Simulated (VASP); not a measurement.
A run of VASP 6.6.1 is set up as follows.

The input INCAR:

```
  PREC = Accurate
  ENCUT = 520
  EDIFF = 1E-6
  ISMEAR = 0
  SIGMA = 0.1
  LREAL = False
  LASPH = True
  NELM = 80
  ALGO = Normal
  ISIF = 2
  LWAVE = False
  LCHARG = False
  GGA = PS
  NBANDS = 56
```

The input KPOINTS:

```
Automatic mesh
0
Gamma
  4 4 2
```

The input POSCAR:

```
LaBiS2F
1.0
    4.0168270200      0.0000000000      0.0000000000
    0.0000000000      4.0168270200      0.0000000000
    0.0000000000      0.0000000000     14.0381200600
La Bi S F
2 2 4 2
Direct
    0.5000000000      0.0000000000      0.5877420000
    0.0000000000      0.5000000000      0.4122580000
    0.0000000000      0.5000000000      0.8677750000
    0.5000000000      0.0000000000      0.1322250000
    0.5000000000      0.0000000000      0.8900200000
    0.0000000000      0.5000000000      0.1099800000
    0.0000000000      0.5000000000      0.6902010000
    0.5000000000      0.0000000000      0.3097990000
    0.0000000000      0.0000000000      0.5000000000
    0.5000000000      0.5000000000      0.5000000000
```

Potentials or basis: VASP PAW PBE potentials, release 64 (La, Bi_d, S, F).

Command:

```console
$ cat potpaw_PBE.64/La/POTCAR potpaw_PBE.64/Bi_d/POTCAR potpaw_PBE.64/S/POTCAR potpaw_PBE.64/F/POTCAR > POTCAR
$ mpirun -np 1 vasp_std > vasp.out
```

Problem. Estimate the band gap on the k mesh.

Solution. Zero (band 45 reaches 8.00 eV, above the bottom of band 46 at 7.20 eV).

Problem. Predict the pressure.

Solution. 3.4 GPa.

Problem. Estimate the largest force.

Solution. 4.479 eV/Å.

Forces in eV/Å, atoms in the order of the input:
```
La   0.000  0.000  4.479
La   0.000  0.000 -4.479
Bi   0.000  0.000  2.038
Bi   0.000  0.000 -2.038
S    0.000  0.000 -0.176
S    0.000  0.000  0.176
S    0.000  0.000 -2.839
S    0.000  0.000  2.839
F    0.000  0.000  0.000
F    0.000  0.000  0.000
```

Caveat: the k points lie up to 0.39 Å⁻¹ apart; the PAW data sets were made with another functional, which shifts forces and pressure a little; spin-orbit coupling is left out, which moves the levels of the heavy elements.
